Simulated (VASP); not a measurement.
A run of VASP 6.6.1:

File INCAR:

```
PREC     = Accurate       # precision mode
ENCUT    = 520            # plane-wave cutoff, eV
EDIFF    = 1E-6           # SCF threshold, eV
ISMEAR   = 0              # smearing method
SIGMA    = 0.1            # smearing width, eV
LREAL    = False          # projectors in reciprocal space
LASPH    = True           # aspherical terms in the spheres
NELM     = 150            # most SCF steps
ALGO     = Normal         # electronic algorithm
ISIF     = 2              # what is computed and relaxed
LWAVE    = False          # write WAVECAR
LCHARG   = False          # write CHGCAR
ISPIN    = 2              # spin polarisation
MAGMOM   = 0 0 0 1 1 1    # initial moments
LORBIT   = 11             # projections on sites
GGA      = PE             # functional
NBANDS   = 26             # bands
```

KPOINTS

```
regular mesh
0
Gamma
  6 6 4
```

POSCAR

```
Li2SiN3
1.0
    4.0241988300      0.0000000000      0.0000000000
   -2.0120994200      3.4850584200      0.0000000000
    0.0000000000      0.0000000000      4.8985573400
Li Si N
2 1 3
Direct
    0.3333333300      0.6666666700      0.0000000000
    0.6666666700      0.3333333300      0.0000000000
    0.0000000000      0.0000000000      0.5000000000
    0.3333333300      0.6666666700      0.5000000000
    0.6666666700      0.3333333300      0.5000000000
    0.0000000000      0.0000000000      0.0000000000
```

Potentials or basis: VASP PAW PBE potentials, release 64 (Li_sv, Si, N).

The run is started by

```sh
$ cat potpaw_PBE.64/Li_sv/POTCAR potpaw_PBE.64/Si/POTCAR potpaw_PBE.64/N/POTCAR > POTCAR
$ mpirun -np 1 vasp_std > vasp.out
```

Hardware: 1 thread of AMD EPYC 7R13, with other jobs on the host.

Question: Estimate the wall time of this run.

Answer: Run time: 2.8 min on 1 thread of AMD EPYC 7R13 (shared host), peak memory 0.19 GiB. Counts: scf iterations 17, k points 21.
